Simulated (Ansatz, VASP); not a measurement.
**Two plane-wave programs on BP**

```
B P
1.0
     0.00000    2.26832    2.21229
     2.26832    0.00000    2.21229
     2.26832    2.26832    0.00000
B P
1 1
Direct
  0.00000 0.00000 0.00000
  0.25000 0.25000 0.25000
```

Change from the starting cell: uniaxial_z strain -2.5%.

Alike in both runs: task single point; functional r2SCAN; k mesh 10 × 10 × 10; no spin polarisation.

|  | VASP | Ansatz |
| --- | --- | --- |
| version | VASP 6.6.1 | Ansatz 0.2.0 |
| potentials or method | VASP PAW PBE potentials, release 64 (B, P) | plane waves, PAW |
| plane-wave cutoff (eV) | 520 | 500 |
| occupations | gaussian, width 0.01 eV | fixed |
| valence electrons in the cell | 8 | 8 |

```tsv
	VASP	Ansatz	Ansatz less VASP
gap on the k mesh at the Fermi level (eV)	1.01	0.98	-0.029
pressure (GPa)	3.9	4.4	+0.54
traceless stress, the component that is largest in VASP (GPa)	4.76	4.74	-0.022
```

VASP's potentials were made for PBE, not for r2SCAN.
